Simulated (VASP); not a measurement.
## Co: single point with LDA

The system is Co.

```xyz
2
Lattice="0.0000 2.3293 2.3293 2.3293 0.0000 2.3293 2.3293 2.3293 0.0000" Properties=species:S:1:pos:R:3 pbc="T T T"
Co    0.5823    0.5823    0.5823
Co    4.0763    4.0763    4.0763
```

This isn't the form of Co at room conditions, which is hcp.

* Program: VASP 6.6.1
* Task: single point
* Functional: LDA
* Potentials or basis: VASP PAW LDA potentials, release 64 (Co)
* Cutoff: 520 eV
* k mesh: 13 × 13 × 13
* Occupations: fermi-dirac, width 0.05 eV
* Spin: collinear spin, antiferromagnetic start
* Starting moments: [1.7, -1.7] μB

The pressure is 13.7 GPa and the band gap on the k mesh is zero (filled and empty bands overlap). The net moment is 0.00 μB per cell and the valence electrons inside the program's atomic spheres are Co 8.63.

Levels at points of the mesh, in eV from the Fermi level:
Spin up:
```csv
k point,band 6,band 7,band 8,band 9,band 10,band 11,band 12,band 13
"(0.00, 0.00, 0.00)",-3.51,-1.34,-1.34,-1.34,0.39,0.39,14.94,14.94
```
Spin down:
```csv
k point,band 7,band 8,band 9,band 10,band 11,band 12
"(0.00, 0.00, 0.00)",-1.34,-1.34,-1.34,0.39,0.39,14.94
```

Wall time 110 s on 1 thread of Intel Xeon 8259CL, on a shared host, peak memory 0.18 GiB.

Caveat: the cell stands under pressure; the moments typed at the start vanished in this run.
